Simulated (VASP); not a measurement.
Runs of VASP 6.6.1 on Cu3N. The structure is that of space group Pm-3m (No. 221), or close to it. The cells are those of the table. 

| task | level | potentials or basis | cell | cutoff (eV) | gap on the mesh (eV) | pressure (GPa) | relaxed volume (Å³/atom) |
| --- | --- | --- | --- | --- | --- | --- | --- |
| single point | PBE | VASP PAW PBE potentials, release 64 (Cu, N) | a = 3.789 Å, 4 atoms | 600 | 0.14 | (b) | - |
| relaxation of cell and atoms | r2SCAN | VASP PAW PBE potentials, release 64 (Cu, N) | relaxed from a = 3.829 Å, 4 atoms | 660 | 0.27 | 0.0 | 13.67 |
| single point | LDA | VASP PAW LDA potentials, release 64 (Cu, N) | a = 3.789 Å, 4 atoms | 600 | 0.15 | -6.1 | - |
| relaxation of cell and atoms | PBEsol | VASP PAW PBE potentials, release 64 (Cu, N) | relaxed from a = 3.829 Å, 4 atoms | 600 | 0.05 | 0.0 | 13.42 |
| single point | r2SCAN | VASP PAW PBE potentials, release 64 (Cu, N) | a = 3.789 Å, 4 atoms | 660 | (a) | 0.7 | - |

Alike in all rows: no spin polarisation; k mesh 6 × 6 × 6; smearing fermi-dirac 0.02 eV.

Task: Fill in the values left out.

Result: (a) 0.25; (b) 4.7.

Caveats: semilocal functionals underestimate gaps, and a narrow one can read as zero; the PAW data sets were made with another functional, which shifts forces and pressure a little (at least some runs); the cell stands under pressure (at least some runs); the cell stands under tension (at least some runs).

A k mesh can miss the band edges.
